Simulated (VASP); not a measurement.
# Hf (Im-3m) in VASP: further runs

The runs below take Hf through single point, relaxation of cell and atoms, with PBEsol.

Program: VASP 6.6.1. These are calculated values, not measurements. Logs are shortened: lines on timing, memory, paths and dates and some standing lists are left out, and cuts for length are marked.

## (1) The cell of the first run

The structure is cubic, space group Im-3m (No. 229). Conventional cell: a = 3.186 Å, b = 3.186 Å, c = 3.186 Å, α = 90.00°, β = 90.00°, γ = 90.00°. Hf (site symmetry m-3m) has 14 Hf at 2.76 to 3.19 Å within 3.6 Å.

## (2) Single point, PBEsol

Input file INCAR:

```
PREC = Accurate
ENCUT = 520
EDIFF = 1E-6
ISMEAR = 0
SIGMA = 0.05
LREAL = False
LASPH = True
NELM = 80
ALGO = Normal
ISIF = 2
LWAVE = False
LCHARG = False
GGA = PS
NBANDS = 11
```

Input file KPOINTS:

```
Automatic mesh
0
Gamma
  18 18 18
```

Input file POSCAR:

```
Hf
1.0
   -1.5929614518      1.5929614518      1.5929614518
    1.5929614518     -1.5929614518      1.5929614518
    1.5929614518      1.5929614518     -1.5929614518
Hf
1
Direct
    0.0000000000      0.0000000000      0.0000000000
```

Potentials or basis: VASP PAW PBE potentials, release 64 (Hf_pv).

Started as:

```
> cat potpaw_PBE.64/Hf_pv/POTCAR > POTCAR
> mpirun -np 1 vasp_std > vasp.out
```

OUTCAR:

```text
PREC = Accurate
   ENCUT = 520
   EDIFF = 1E-6
   ISMEAR = 0
   LREAL = False
   LASPH = True
   NELM = 80
   ISIF = 2
   GGA = PS

 ion  position               nearest neighbor table
   1  0.000  0.000  0.000-

  LATTYP: Found a body centered cubic cell.
 ALAT       =     3.1859229036

  Lattice vectors:

 A1 = (  -1.5929614518,   1.5929614518,   1.5929614518)
 A2 = (   1.5929614518,  -1.5929614518,   1.5929614518)
 A3 = (   1.5929614518,   1.5929614518,  -1.5929614518)

Analysis of symmetry for initial positions (statically):
=====================================================================
 Subroutine PRICEL returns:
 Original cell was already a primitive cell.

 Routine SETGRP: Setting up the symmetry group for a
 body centered cubic supercell.

 Subroutine GETGRP returns: Found 48 space group operations
 (whereof 48 operations were pure point group operations)
 out of a pool of 48 trial point group operations.

The static configuration has the point symmetry O_h .

Analysis of symmetry for dynamics (positions and initial velocities):
=====================================================================
 Subroutine PRICEL returns:
 Original cell was already a primitive cell.

 Routine SETGRP: Setting up the symmetry group for a
 body centered cubic supercell.

 Subroutine GETGRP returns: Found 48 space group operations
 (whereof 48 operations were pure point group operations)
 out of a pool of 48 trial point group operations.

The dynamic configuration has the point symmetry O_h .

 Subroutine INISYM returns: Found 48 space group operations
 (whereof 48 operations are pure point group operations),
 and found     1 'primitive' translations

----------------------------------------------------------------------------------------

                                     Primitive cell

  volume of cell :      16.1687

  direct lattice vectors                    reciprocal lattice vectors
    -1.592961452  1.592961452  1.592961452     0.000000000  0.313880791  0.313880791
     1.592961452 -1.592961452  1.592961452     0.313880791  0.000000000  0.313880791
     1.592961452  1.592961452 -1.592961452     0.313880791  0.313880791  0.000000000

  length of vectors
     2.759090169  2.759090169  2.759090169     0.443894471  0.443894471  0.443894471

[... 82 lines left out ...]
   IBRION =     -1    ionic relax: 0-MD 1-quasi-New 2-CG
   NFREE  =      0    steps in history (QN), initial steepest desc. (CG)
   ISIF   =      2    stress and relaxation
   ISYM   =      2    0-nonsym 1-usesym 2-fastsym
   POTIM  = 0.5000    time-step for ionic-motion
   TEBEG  =    0.0;   TEEND  =   0.0 temperature during run
   PSTRESS=    0.0 pullay stress
   NELECT =      10.0000    total number of electrons
   NUPDOWN=      -1.0000    fix difference up-down
   EMIN   =  10.00;   EMAX   =-10.00  energy-range for DOS
   EFERMI =   0.00;   METHOD = LEGACY
   ISMEAR =     0;   SIGMA  =   0.05  broadening in eV -4-tet -1-fermi 0-gaus
   EFERMI_NEDOS =   21; number of points for ismear=-14 and -15
   IALGO  =     38    algorithm
   IMIX   =      4    mixing-type and parameters
     AMIX     =   0.40;   BMIX     =  1.00
     AMIX_MAG =   1.60;   BMIX_MAG =  1.00
  volume/ion in A,a.u.               =      16.17       109.11
  Fermi-wavevector in a.u.,A,eV,Ry     =   1.394814  2.635816 26.470210  1.945506
  Thomas-Fermi vector in A             =   2.518326
   LORBIT       =      0    0 simple, 1 ext, 2 COOP (PROOUT), +10 PAW based schemes
   GGA     = PS    functional components
   LHFCALC =     F    Hartree Fock is set to
   AEXX    =    0.0000 exact exchange contribution
   IVDW    =     0    specifies the selected vdW correction
   LEPSILON=     F    determine dielectric tensor
   LRPA    =     F    only Hartree local field effects (RPA)
 non-spin polarized calculation
 Gauss-broadening in eV      SIGMA  =   0.05
  energy-cutoff  :      520.00
  volume of cell :       16.17
 maximum number of plane-waves:       466
 NGX is ok and might be reduce to    24
   NGX = 11   NGY = 11   NGZ = 11

 number of electron      10.0000000 magnetization

 Free energy of the ion-electron system (eV)
  ---------------------------------------------------
  ext. energy  EPLUGINS =         0.00000000
  ---------------------------------------------------
  free energy    TOTEN  =        -9.75695465 eV

  energy without entropy =       -9.75605376  energy(sigma->0) =       -9.75650420

 E-fermi :   6.8614     XC(G=0): -12.9657

 val. band max:        6.8608001338   @ k =   0.1667   0.1667   0.0000
 cond. band min:       6.8641651230   @ k =   0.1667   0.0556   0.0556
 fundamental gap:      0.0033649892
 Fermi energy:         6.8614385414

 k-point     1 :       0.0000    0.0000    0.0000
  band No.  band energies     occupation
      1     -21.6723      2.00000
      2     -21.6723      2.00000
      3     -21.6723      2.00000
      4      -1.0843      2.00000
      5       8.4984      0.00000
      6       8.4984      0.00000
      7       8.4984      0.00000
      8      12.3360      0.00000
      9      12.3360      0.00000
     10      21.8072      0.00000
     11      21.8072      0.00000
[... 309 lines left out ...]
 k-point    24 :       0.3889    0.1111   -0.0000
  band No.  band energies     occupation
      1     -23.8034      2.00000
      2     -22.4432      2.00000
      3     -21.8045      2.00000
      4       2.8017      2.00000
      5       5.7161      2.00000
      6       8.6775      0.00000
      7      12.1901      0.00000
      8      13.9810      0.00000
      9      17.6345      0.00000
     10      20.3562      0.00000
     11      21.0685      0.00000

 [... further k-points ...]

------------------------ aborting loop because EDIFF is reached ----------------------------------------

  FORCE on cell =-STRESS in cart. coord.  units (eV):
  Direction    XX          YY          ZZ          XY          YZ          ZX
  --------------------------------------------------------------------------------------
  -------------------------------------------------------------------------------------
  Total        4.5208979      4.5208979      4.5208979      0.0000000     -0.0000000      0.0000000
  in kB      447.9808965    447.9808965    447.9808965      0.0000000     -0.0000000      0.0000000
  external PRESSURE =     447.9808965 kB  Pullay stress =       0.0000000 kB

 VOLUME and BASIS-vectors are now :
 -----------------------------------------------------------------------------
  energy-cutoff  :      520.00
  volume of cell :       16.17
      direct lattice vectors                 reciprocal lattice vectors
    -1.592961452  1.592961452  1.592961452     0.000000000  0.313880791  0.313880791
     1.592961452 -1.592961452  1.592961452     0.313880791  0.000000000  0.313880791
     1.592961452  1.592961452 -1.592961452     0.313880791  0.313880791  0.000000000

 POSITION                                       TOTAL-FORCE (eV/Angst)
 -----------------------------------------------------------------------------------
      0.00000      0.00000      0.00000         0.000000     -0.000000      0.000000
 -----------------------------------------------------------------------------------
    total drift:                               -0.000000      0.000000      0.000000

  FREE ENERGIE OF THE ION-ELECTRON SYSTEM (eV)
  ---------------------------------------------------
  free  energy   TOTEN  =        -9.7569546484 eV

  energy  without entropy=       -9.7560537551  energy(sigma->0) =       -9.75650420
```

Run time: 38 s. Hardware: 1 thread of AMD EPYC 7R43 (Zen 3), shared host; peak memory 0.14 GiB.

What came out:

* Free energy: -9.7570 eV
* Pressure: 44.8 GPa
* Band gap on the k mesh: zero (band 5 reaches 8.50 eV, above the bottom of band 6 at 5.76 eV)

Levels at points of the mesh, in eV from the Fermi level:
| k point | band 1 | band 2 | band 3 | band 4 | band 5 | band 6 | band 7 | band 8 | band 9 | band 10 |
| --- | --- | --- | --- | --- | --- | --- | --- | --- | --- | --- |
| (0.00, 0.00, 0.00) | -28.53 | -28.53 | -28.53 | -7.95 | 1.64 | 1.64 | 1.64 | 5.47 | 5.47 | 14.95 |
| (0.50, 0.00, 0.00) | -30.80 | -29.23 | -28.57 | -4.60 | -1.32 | 2.98 | 5.59 | 6.96 | 10.92 | 12.13 |
| (0.50, 0.50, 0.50) | -30.05 | -30.05 | -30.05 | -4.35 | -4.35 | 9.53 | 9.53 | 9.53 | 10.44 | 10.44 |

Caveat: the PAW data sets were made with another functional, which shifts forces and pressure a little; spin-orbit coupling is left out, which moves the levels of the heavy elements.

## (3) Relaxation of cell and atoms, PBEsol, target pressure 45 GPa, at which the enthalpy is minimised

This run uses another cell than the first one, of 17.30 Å³/atom, 1.070 times its volume.

Input file INCAR:

```
SYSTEM = Hf
PREC = Accurate
ENCUT = 600
EDIFF = 1E-6
ISMEAR = 0
SIGMA = 0.05
LREAL = .False.
LASPH = .True.
NELM = 100
ALGO = Fast
ISIF = 3
LWAVE = .False.
LCHARG = .False.
GGA = PS
IBRION = 2
NSW = 80
EDIFFG = -0.01
PSTRESS = 450.0
```

Input file KPOINTS:

```
Automatic mesh
0
Gamma
  18 18 18
  0 0 0
```

Input file POSCAR:

```
Hf
1.0
   -1.6293310962      1.6293310962      1.6293310962
    1.6293310962     -1.6293310962      1.6293310962
    1.6293310962      1.6293310962     -1.6293310962
Hf
1
Direct
    0.0000000000      0.0000000000      0.0000000000
```

Potentials or basis: VASP PAW PBE potentials, release 64 (Hf_pv).

Started as:

```
> cat potpaw_PBE.64/Hf_pv/POTCAR > POTCAR
> mpirun -np 1 vasp_std > vasp.out
```

OUTCAR:

```text
SYSTEM = Hf
   PREC = Accurate
   ENCUT = 600
   EDIFF = 1E-6
   ISMEAR = 0
   LREAL = .False.
   LASPH = .True.
   NELM = 100
   ISIF = 3
   GGA = PS
   IBRION = 2
   NSW = 80
   EDIFFG = -0.01
   PSTRESS = 450.0

 ion  position               nearest neighbor table
   1  0.000  0.000  0.000-

  LATTYP: Found a body centered cubic cell.
 ALAT       =     3.2586621924

  Lattice vectors:

 A1 = (  -1.6293310962,   1.6293310962,   1.6293310962)
 A2 = (   1.6293310962,  -1.6293310962,   1.6293310962)
 A3 = (   1.6293310962,   1.6293310962,  -1.6293310962)

Analysis of symmetry for initial positions (statically):
=====================================================================
 Subroutine PRICEL returns:
 Original cell was already a primitive cell.

 Routine SETGRP: Setting up the symmetry group for a
 body centered cubic supercell.

 Subroutine GETGRP returns: Found 48 space group operations
 (whereof 48 operations were pure point group operations)
 out of a pool of 48 trial point group operations.

The static configuration has the point symmetry O_h .

Analysis of symmetry for dynamics (positions and initial velocities):
=====================================================================
[... 166 lines left out ...]
  Total        3.2229826      3.2229826      3.2229826      0.0000000      0.0000000      0.0000000
  in kB      298.4561397    298.4561397    298.4561397      0.0000000      0.0000000      0.0000000
  external PRESSURE =    -151.5438603 kB  Pullay stress =     450.0000000 kB
[... 209 lines left out ...]
--------------------------------------- Ionic step        7  -------------------------------------------

 number of electron      10.0000000 magnetization

 Free energy of the ion-electron system (eV)
  ---------------------------------------------------
  ext. energy  EPLUGINS =         0.00000000
  ---------------------------------------------------
  free energy    TOTEN  =        -9.75404930 eV

  energy without entropy =       -9.75315507  energy(sigma->0) =       -9.75360218

 E-fermi :   6.8674     XC(G=0): -12.9696

 val. band max:        6.8663832783   @ k =   0.1667   0.1667   0.0000
 cond. band min:       6.8691333286   @ k =   0.1667   0.0556   0.0556
 fundamental gap:      0.0027500503
 Fermi energy:         6.8673569388

 k-point     1 :       0.0000    0.0000    0.0000
  band No.  band energies     occupation
      1     -21.6626      2.00000
      2     -21.6626      2.00000
      3     -21.6626      2.00000
      4      -1.0792      2.00000
      5       8.5048      0.00000
      6       8.5048      0.00000
      7       8.5048      0.00000
      8      12.3452      0.00000
      9      12.3452      0.00000
[... 265 lines left out ...]
 k-point    24 :       0.3889    0.1111   -0.0000
  band No.  band energies     occupation
      1     -23.7985      2.00000
      2     -22.4352      2.00000
      3     -21.7951      2.00000
      4       2.8055      2.00000
      5       5.7203      2.00000
      6       8.6884      0.00000
      7      12.2000      0.00000
      8      13.9928      0.00000
      9      17.6497      0.00000

 [... further k-points ...]

------------------------ aborting loop because EDIFF is reached ----------------------------------------

  FORCE on cell =-STRESS in cart. coord.  units (eV):
  Direction    XX          YY          ZZ          XY          YZ          ZX
  --------------------------------------------------------------------------------------
  -------------------------------------------------------------------------------------
  Total        4.5316229      4.5316229      4.5316229      0.0000000      0.0000000      0.0000000
  in kB      449.3936513    449.3936513    449.3936513      0.0000000      0.0000000      0.0000000
  external PRESSURE =      -0.6063487 kB  Pullay stress =     450.0000000 kB
[... 20 lines left out ...]
  energy  without entropy=       -9.7531550742  energy(sigma->0) =       -9.75360218

  enthalpy is  TOTEN    =        -5.2163120901 eV   P V=        4.5377372049

 reached required accuracy - stopping structural energy minimisation
```

CONTCAR:

```text
Hf
   1.00000000000000
    -1.5925477862797766    1.5925477862797768    1.5925477862797768
     1.5925477862797766   -1.5925477862797768    1.5925477862797768
     1.5925477862797766    1.5925477862797768   -1.5925477862797768
  Hf
     1
Direct
     0.0000000000000000    0.0000000000000000    0.0000000000000000

  0.00000000E+00  0.00000000E+00  0.00000000E+00
```

Run time: 2.8 min. Hardware: 1 thread of AMD EPYC 7R43 (Zen 3), shared host; peak memory 0.16 GiB.

Results:

| Quantity | Value |
| --- | --- |
| Free energy | -9.7540 eV |
| Relaxed volume | 16.16 Å³/atom |
| Relaxed cell | a = 2.758 Å, b = 2.758 Å, c = 2.758 Å, α = 109.47°, β = 109.47°, γ = 109.47° |
| Space group after relaxing (to 0.05 Å) | Im-3m (No. 229) |
| Energy change on relaxing (the enthalpy is what falls) | +264.4 meV/atom |
| Ionic steps | 7 |
| Pressure after relaxing | 44.9 GPa |
| Band gap on the k mesh | zero (band 5 reaches 8.50 eV, above the bottom of band 6 at 5.77 eV) |

Step by step:
| step | energy change (eV) | largest force (eV/Å) | pressure (GPa) | volume (Å³) |
| --- | --- | --- | --- | --- |
| 1 | 0.0000 | 0.0000 | 29.85 | 17.30 |
| 2 | 1.4313 | 0.0000 | 103.06 | 13.52 |
| 3 | 0.2402 | 0.0000 | 43.59 | 16.24 |
| 4 | 0.2629 | 0.0000 | 44.87 | 16.16 |
| 5 | 0.2691 | 0.0000 | 45.21 | 16.14 |
| 6 | 0.2571 | 0.0000 | 44.57 | 16.18 |
| 7 | 0.2644 | 0.0000 | 44.94 | 16.16 |

Final structure:
```
Hf
1.0
    -1.59255    1.59255    1.59255
     1.59255   -1.59255    1.59255
     1.59255    1.59255   -1.59255
Hf
1
Direct
  0.00000 0.00000 0.00000
```

Caveat: the cell is relaxed towards a set pressure, so the enthalpy falls and the energy may rise; the PAW data sets were made with another functional, which shifts forces and pressure a little; spin-orbit coupling is left out, which moves the levels of the heavy elements.
